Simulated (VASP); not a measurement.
# MgS in VASP: notebook

Aim: see how the results for MgS move with the level of theory and the settings. Levels: PBEsol, HSE06. Tasks: single point.

All numbers are computed with VASP 6.6.1; they aren't measurements. Logs are shortened: lines on timing, memory, paths and dates and some standing lists are left out, and cuts for length are marked.

### 1 The cell of the first run

The typed cell holds 4 atoms: a = 4.035 Å, b = 4.035 Å, c = 6.432 Å, α = 90.00°, β = 90.00°, γ = 120.00°.

### 2 Single point, PBEsol

Input file INCAR:

```
PREC = Accurate
ENCUT = 520
EDIFF = 1E-7
ISMEAR = 1
SIGMA = 0.1
LREAL = F
LASPH = T
NELM = 80
ALGO = Normal
ISIF = 2
LWAVE = F
LCHARG = F
GGA = PS
NBANDS = 16
```

Input file KPOINTS:

```
regular mesh
0
Gamma
  6 6 3
```

Input file POSCAR:

```
MgS
1.0
    4.0346224068      0.0000000000      0.0000000000
   -2.0173112034      3.4940854990      0.0000000000
    0.0000000000      0.0000000000      6.4322941800
S Mg
2 2
Direct
    0.6617040000      0.3374660000      0.8723450000
    0.3364140000      0.6649440000      0.3715030000
    0.3340580000      0.6686330000      0.9975070000
    0.6644550000      0.3253470000      0.5008510000
```

Potentials or basis: VASP PAW PBE potentials, release 64 (S, Mg).

The run is started by

```bash
$ cat potpaw_PBE.64/S/POTCAR potpaw_PBE.64/Mg/POTCAR > POTCAR
$ mpirun -np 1 vasp_std > vasp.out
```

OUTCAR:

```text
PREC = Accurate
   ENCUT = 520
   EDIFF = 1E-7
   ISMEAR = 1
   LREAL = F
   LASPH = T
   NELM = 80
   ISIF = 2
   GGA = PS

 ion  position               nearest neighbor table
   1  0.662  0.337  0.872-   4 2.39   3 2.44   3 2.47   3 2.48
   2  0.336  0.665  0.372-   3 2.41   4 2.45   4 2.48   4 2.49
   3  0.334  0.669  0.998-   2 2.41   1 2.44   1 2.47   1 2.48
   4  0.664  0.325  0.501-   1 2.39   2 2.45   2 2.48   2 2.49

  LATTYP: Found a hexagonal cell.
 ALAT       =     4.0346224068
 C/A-ratio  =     1.5942741430

  Lattice vectors:

 A1 = (   4.0346224068,   0.0000000000,   0.0000000000)
 A2 = (  -2.0173112034,   3.4940854990,   0.0000000000)
 A3 = (   0.0000000000,   0.0000000000,   6.4322941800)

Analysis of symmetry for initial positions (statically):
=====================================================================
 Subroutine PRICEL returns:
 Original cell was already a primitive cell.

 Routine SETGRP: Setting up the symmetry group for a
 hexagonal supercell.

 Subroutine GETGRP returns: Found  1 space group operations
 (whereof  1 operations were pure point group operations)
 out of a pool of 24 trial point group operations.

The static configuration has the point symmetry C_1 .

Analysis of symmetry for dynamics (positions and initial velocities):
=====================================================================
 Subroutine PRICEL returns:
 Original cell was already a primitive cell.

 Routine SETGRP: Setting up the symmetry group for a
 hexagonal supercell.

 Subroutine GETGRP returns: Found  1 space group operations
 (whereof  1 operations were pure point group operations)
 out of a pool of 24 trial point group operations.

The dynamic configuration has the point symmetry C_1 .

 Subroutine INISYM returns: Found  1 space group operations
 (whereof  1 operations are pure point group operations),
 and found     1 'primitive' translations

----------------------------------------------------------------------------------------

                                     Primitive cell

  volume of cell :      90.6781

  direct lattice vectors                    reciprocal lattice vectors
     4.034622407  0.000000000  0.000000000     0.247854669  0.143098960  0.000000000
    -2.017311203  3.494085499  0.000000000     0.000000000  0.286197919  0.000000000
     0.000000000  0.000000000  6.432294180     0.000000000  0.000000000  0.155465526

  length of vectors
     4.034622407  4.034622407  6.432294180     0.286197919  0.286197919  0.155465526

  position of ions in fractional coordinates (direct lattice)
     0.661704000  0.337466000  0.872345000
     0.336414000  0.664944000  0.371503000
     0.334058000  0.668633000  0.997507000
     0.664455000  0.325347000  0.500851000

  ion indices of the primitive-cell ions
   primitive index   ion index
                 1           1
                 2           2
                 3           3
                 4           4

----------------------------------------------------------------------------------------

 KPOINTS: regular mesh

Automatic generation of k-mesh.
 Grid dimensions read from file:
 generate k-points for:    6    6    3

 Generating k-lattice:

  Cartesian coordinates                     Fractional coordinates (reciprocal lattice)
     0.041309111  0.023849827  0.000000000     0.166666667  0.000000000  0.000000000
     0.000000000  0.047699653  0.000000000     0.000000000  0.166666667  0.000000000
     0.000000000  0.000000000  0.051821842     0.000000000  0.000000000  0.333333333

  Length of vectors
     0.047699653  0.047699653  0.051821842

  Shift w.r.t. Gamma in fractional coordinates (k-lattice)
     0.000000000  0.000000000  0.000000000

 Subroutine IBZKPT returns following result:
 ===========================================

 Found     56 irreducible k-points:

 Following reciprocal coordinates:
            Coordinates               Weight
  0.000000  0.000000  0.000000      1.000000
  0.166667  0.000000  0.000000      2.000000
  0.000000  0.166667  0.000000      2.000000
 -0.166667  0.166667  0.000000      2.000000
  0.333333  0.000000  0.000000      2.000000
  0.000000  0.333333  0.000000      2.000000
[... 16 lines left out ...]
  0.000000  0.166667  0.333333      2.000000
 -0.166667  0.166667  0.333333      2.000000
 [... further k-points ...]
   k-points           NKPTS =     56   k-points in BZ     NKDIM =     56   number of bands    NBANDS=     16
   number of dos      NEDOS =    301   number of ions     NIONS =      4
   total plane-waves  NPLWV =  43200
   dimension x,y,z NGX =    30 NGY =   30 NGZ =   48
   dimension x,y,z NGXF=    60 NGYF=   60 NGZF=   96
   ions per type =               2   2
   NGX,Y,Z   is equivalent  to a cutoff of  12.36, 12.36, 12.41 a.u.
   NGXF,Y,Z  is equivalent  to a cutoff of  24.72, 24.72, 24.81 a.u.
 SYSTEM =  unknown system
   PREC   = accura    normal or accurate (medium, high low for compatibility)
   ISTART =      0    job   : 0-new  1-cont  2-samecut
   ICHARG =      2    charge: 1-file 2-atom 10-const
   ISPIN  =      1    spin polarized calculation?
   LNONCOLLINEAR =      F non collinear calculations
   LSORBIT =      F    spin-orbit coupling
   LASPH  =      T    aspherical Exc in radial PAW
   ENCUT  =  520.0 eV  38.22 Ry    6.18 a.u.   7.50  7.50 11.96*2*pi/ulx,y,z
   NELM   =     80;   NELMIN=  2; NELMDL= -5     # of ELM steps
   EDIFF  = 0.1E-06   stopping-criterion for ELM
   LREAL  =      F    real-space projection
   EDIFFG = 0.1E-05   stopping-criterion for IOM
   NSW    =      0    number of steps for IOM
   IBRION =     -1    ionic relax: 0-MD 1-quasi-New 2-CG
   NFREE  =      0    steps in history (QN), initial steepest desc. (CG)
   ISIF   =      2    stress and relaxation
   ISYM   =      2    0-nonsym 1-usesym 2-fastsym
   POTIM  = 0.5000    time-step for ionic-motion
   TEBEG  =    0.0;   TEEND  =   0.0 temperature during run
   PSTRESS=    0.0 pullay stress
   NELECT =      16.0000    total number of electrons
   NUPDOWN=      -1.0000    fix difference up-down
   EMIN   =  10.00;   EMAX   =-10.00  energy-range for DOS
   EFERMI =   0.00;   METHOD = LEGACY
   ISMEAR =     1;   SIGMA  =   0.10  broadening in eV -4-tet -1-fermi 0-gaus
   EFERMI_NEDOS =   21; number of points for ismear=-14 and -15
   IALGO  =     38    algorithm
   IMIX   =      4    mixing-type and parameters
     AMIX     =   0.40;   BMIX     =  1.00
     AMIX_MAG =   1.60;   BMIX_MAG =  1.00
  volume/ion in A,a.u.               =      22.67       152.98
  Fermi-wavevector in a.u.,A,eV,Ry     =   0.918221  1.735187 11.471486  0.843130
  Thomas-Fermi vector in A             =   2.043279
   LORBIT       =      0    0 simple, 1 ext, 2 COOP (PROOUT), +10 PAW based schemes
   GGA     = PS    functional components
   LHFCALC =     F    Hartree Fock is set to
   AEXX    =    0.0000 exact exchange contribution
   IVDW    =     0    specifies the selected vdW correction
   LEPSILON=     F    determine dielectric tensor
   LRPA    =     F    only Hartree local field effects (RPA)
 non-spin polarized calculation
 Methfessel and Paxton  Order N= 1 SIGMA  =   0.10
  energy-cutoff  :      520.00
  volume of cell :       90.68
 maximum number of plane-waves:      2456
   NGX = 15   NGY = 15   NGZ = 23

 number of electron      16.0000000 magnetization

 Free energy of the ion-electron system (eV)
  ---------------------------------------------------
  ext. energy  EPLUGINS =         0.00000000
  ---------------------------------------------------
  free energy    TOTEN  =       -17.84592429 eV

  energy without entropy =      -17.84716883  energy(sigma->0) =      -17.84633913

 E-fermi :   1.0769     XC(G=0):  -8.5692

 val. band max:        1.0435250508   @ k =   0.0000   0.0000   0.0000
 cond. band min:       4.4006696957   @ k =   0.0000   0.0000   0.0000
 fundamental gap:      3.3571446448
 Fermi energy:         1.0769007788

 k-point     1 :       0.0000    0.0000    0.0000
  band No.  band energies     occupation
      1     -10.2795      2.00000
      2      -9.5257      2.00000
      3      -2.2054      2.00000
      4       0.5583      2.00000
      5       0.6158      2.00000
      6       1.0037      1.94088
[... 8 lines left out ...]
     15       9.6812      0.00000
     16       9.9956      0.00000

 k-point     2 :       0.1667    0.0000    0.0000
  band No.  band energies     occupation
      1     -10.1464      2.00000
      2      -9.4625      2.00000
      3      -1.9915      2.00000
      4      -0.1810      2.00000
      5       0.2336      2.00000
      6       0.3580      2.00000
[... 8 lines left out ...]
     15       9.7180      0.00000
     16       9.7679      0.00000

 k-point     3 :       0.0000    0.1667    0.0000
  band No.  band energies     occupation
      1     -10.1459      2.00000
      2      -9.4625      2.00000
      3      -1.9909      2.00000
      4      -0.1993      2.00000
      5       0.2076      2.00000
      6       0.3801      2.00000
[... 8 lines left out ...]
     15       9.7256      0.00000
     16       9.7612      0.00000

 k-point     4 :      -0.1667    0.1667    0.0000
  band No.  band energies     occupation
      1     -10.1449      2.00000
      2      -9.4637      2.00000
      3      -1.9886      2.00000
      4      -0.2025      2.00000
      5       0.2075      2.00000
      6       0.3955      2.00000
[... 8 lines left out ...]
     15       9.6853      0.00000
     16       9.7541      0.00000
[... 324 lines left out ...]
 k-point    22 :       0.1667    0.0000    0.3333
  band No.  band energies     occupation
      1      -9.9963      2.00000
      2      -9.6500      2.00000
      3      -1.5109      2.00000
      4      -0.4700      2.00000
      5       0.1192      2.00000
      6       0.4837      2.00000
[... 8 lines left out ...]
     15       9.6010      0.00000
     16       9.6593      0.00000

 k-point    23 :       0.0000    0.1667    0.3333
  band No.  band energies     occupation
      1      -9.9956      2.00000
      2      -9.6501      2.00000
      3      -1.5077      2.00000
      4      -0.4887      2.00000
      5       0.0892      2.00000
      6       0.5067      2.00000
[... 8 lines left out ...]
     15       9.5924      0.00000
     16       9.6707      0.00000

 k-point    24 :      -0.1667    0.1667    0.3333
  band No.  band energies     occupation
      1      -9.9949      2.00000
      2      -9.6506      2.00000
      3      -1.5106      2.00000
      4      -0.5025      2.00000
      5       0.0972      2.00000
      6       0.5217      2.00000
[... 8 lines left out ...]
     15       9.5575      0.00000
     16       9.6411      0.00000

 [... further k-points ...]

------------------------ aborting loop because EDIFF is reached ----------------------------------------

  FORCE on cell =-STRESS in cart. coord.  units (eV):
  Direction    XX          YY          ZZ          XY          YZ          ZX
  --------------------------------------------------------------------------------------
  -------------------------------------------------------------------------------------
  Total       -0.6616488     -0.5778144      0.8312895     -0.2060267      0.1152937     -0.0759925
  in kB      -11.6905727    -10.2093156     14.6879289     -3.6402543      2.0371076     -1.3426998
  external PRESSURE =      -2.4039865 kB  Pullay stress =       0.0000000 kB

 VOLUME and BASIS-vectors are now :
 -----------------------------------------------------------------------------
  energy-cutoff  :      520.00
  volume of cell :       90.68
      direct lattice vectors                 reciprocal lattice vectors
     4.034622407  0.000000000  0.000000000     0.247854669  0.143098960  0.000000000
    -2.017311203  3.494085499  0.000000000     0.000000000  0.286197919  0.000000000
     0.000000000  0.000000000  6.432294180     0.000000000  0.000000000  0.155465526

 POSITION                                       TOTAL-FORCE (eV/Angst)
 -----------------------------------------------------------------------------------
      1.98895      1.17914      5.61118         0.155877     -0.054165      0.339101
      0.01590      2.32337      2.38962        -0.053224     -0.098379      0.340543
     -0.00104      2.33626      6.41626        -0.136924      0.041566     -0.239891
      2.02450      1.13679      3.22162         0.034272      0.110979     -0.439753
 -----------------------------------------------------------------------------------
    total drift:                               -0.000094      0.000040     -0.000070

  FREE ENERGIE OF THE ION-ELECTRON SYSTEM (eV)
  ---------------------------------------------------
  free  energy   TOTEN  =       -17.8459242880 eV

  energy  without entropy=      -17.8471688262  energy(sigma->0) =      -17.84633913
```

Run time: 53 s. Hardware: 1 thread of AMD EPYC 7R13 (Zen 3), shared host; peak memory 0.2 GiB.

Results:

```yaml
Free_energy: -17.8459 eV
Pressure: -0.2 GPa
Largest_force: 0.455 eV/Å
Band_gap_on_the_k_mesh: 3.36 eV
```

Forces in eV/Å, atoms in the order of the input:
```
S    0.156 -0.054  0.339
S   -0.053 -0.098  0.341
Mg  -0.137  0.042 -0.240
Mg   0.034  0.111 -0.440
```

Stress tensor (GPa, compression positive):
```
-1.17 -0.36 -0.13
-0.36 -1.02  0.20
-0.13  0.20  1.47
```

Levels at points of the mesh, in eV from the valence-band top:
```csv
k point,band 5,band 6,band 7,band 8,band 9,band 10,band 11,band 12
"(0.00, 0.00, 0.00)",-0.43,-0.04,-0.01,0.00,3.36,4.67,7.48,7.54
"(0.50, 0.00, 0.00)",-1.92,-1.16,-0.91,-0.36,4.69,5.07,5.73,7.40
"(0.00, 0.50, 0.00)",-1.90,-1.14,-0.92,-0.33,4.70,5.09,5.74,7.41
"(0.50, 0.50, 0.00)",-1.86,-1.13,-1.00,-0.33,4.68,5.20,5.81,7.41
```

Caveat: the PAW data sets were made with another functional, which shifts forces and pressure a little.

### 3 Single point, HSE06

Input file POSCAR:

```
MgS
1.0
    4.0346224068      0.0000000000      0.0000000000
   -2.0173112034      3.4940854990      0.0000000000
    0.0000000000      0.0000000000      6.4322941800
S Mg
2 2
Direct
    0.6666666667      0.3333333333      0.8792441500
    0.3333333333      0.6666666667      0.3792441500
    0.3333333333      0.6666666667      0.9957548500
    0.6666666667      0.3333333333      0.4957548500
```

Input file INCAR.step1:

```
PREC = Accurate
ENCUT = 520
EDIFF = 1E-5
ISMEAR = -1
SIGMA = 0.05
LREAL = F
LASPH = T
NELM = 80
ALGO = Normal
ISIF = 2
LWAVE = T
LCHARG = F
GGA = PE
NBANDS = 16
```

Input file INCAR.step2:

```
PREC = Accurate
ENCUT = 520
EDIFF = 1E-7
ISMEAR = -1
SIGMA = 0.05
LREAL = F
LASPH = T
NELM = 80
ALGO = Normal
ISIF = 2
LWAVE = F
LCHARG = F
GGA = PE
LHFCALC = T
HFSCREEN = 0.2079
PRECFOCK = Normal
ISTART = 1
NBANDS = 16
```

Input file KPOINTS:

```
Automatic mesh
0
Gamma
  4 4 2
```

Potentials or basis: VASP PAW PBE potentials, release 64 (S, Mg).

The run is started by

```bash
$ cat potpaw_PBE.64/S/POTCAR potpaw_PBE.64/Mg/POTCAR > POTCAR
$ cp INCAR.step1 INCAR
$ mpirun -np 1 vasp_std > vasp.out
$ cp INCAR.step2 INCAR
$ mpirun -np 1 vasp_std > vasp.out
```

Run time: 4.9 min. Hardware: 1 thread of AMD EPYC 7R13 (Zen 3), shared host; peak memory 0.28 GiB.

Results (log left out):

| Quantity | Value |
| --- | --- |
| Free energy | -19.7188 eV |
| Pressure | -0.1 GPa |
| Largest force | 0.052 eV/Å |
| Band gap on the k mesh | 4.49 eV |

Forces in eV/Å, atoms in the order of the input:
```
S    0.000  0.000 -0.052
S    0.000  0.000 -0.052
Mg   0.000  0.000  0.052
Mg   0.000  0.000  0.052
```

Stress tensor (GPa, compression positive):
```
-0.01  0.00  0.00
 0.00 -0.01  0.00
 0.00  0.00 -0.34
```

Levels at points of the mesh, in eV from the valence-band top:
```
           k point  band 4  band 5  band 6  band 7  band 8  band 9  band 10  band 11  band 12  band 13
(0.00, 0.00, 0.00)   -0.64   -0.64   -0.17   -0.17    0.00    4.49     5.76     8.67     8.67     9.45
(0.50, 0.00, 0.00)   -2.65   -2.04   -1.37   -0.99   -0.52    5.75     6.25     6.92     8.66     9.54
(0.00, 0.00, 0.50)   -2.04   -0.41   -0.41   -0.41   -0.41    6.01     6.01     8.82     8.82     8.82
(0.50, 0.00, 0.50)   -3.38   -0.98   -0.98   -0.87   -0.87    5.67     5.67     7.42     7.42    10.51
```

Caveat: the k points lie up to 0.49 Å⁻¹ apart; the PAW data sets were made with another functional, which shifts forces and pressure a little.
